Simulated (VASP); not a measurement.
Input of a VASP 6.6.1 run:

The input INCAR:

```
ALGO = Normal ; EDIFF = 1E-8
ENCUT = 520 ; GGA = PE
ISIF = 2 ; ISMEAR = -1
LASPH = True ; LCHARG = False
LEFG = True ; LREAL = False
LWAVE = False ; NBANDS = 20
NELM = 60 ; PREC = Accurate
SIGMA = 0.05
```

The input KPOINTS:

```
k-points
0
Gamma
  15 15 13
```

File POSCAR:

```
Ga
1.0
    1.4784385925     -4.1447261232      0.0000000000
    1.4784385925      4.1447261232      0.0000000000
    0.0000000000      0.0000000000      3.2321726471
Ga
2
Direct
    0.8670000000      0.1330000000      0.2500000000
    0.1330000000      0.8670000000      0.7500000000
```

Potentials or basis: VASP PAW PBE potentials, release 64 (Ga_d).

The run is started by

```console
$ cat potpaw_PBE.64/Ga_d/POTCAR > POTCAR
$ mpirun -np 1 vasp_std > vasp.out
```

**Question.** Predict the largest force.

**Answer.** 0.165 eV/Å.

**Question.** What does it give for the band gap on the k mesh?

**Answer.** Zero (bands 13 and 14 overlap by 8.33 eV).

**Question.** Predict the pressure.

**Answer.** -1.1 GPa.

Electric field gradients, principal values (V/Å²):
```tsv
atom	least	middle	greatest (by size)
1 Ga	7.863	15.159	-23.023
2 Ga	7.863	15.159	-23.023
```

Caveat: without QUAD_EFG the Cq values of the log hold for a quadrupole moment of 1 mb, not for the nuclei.
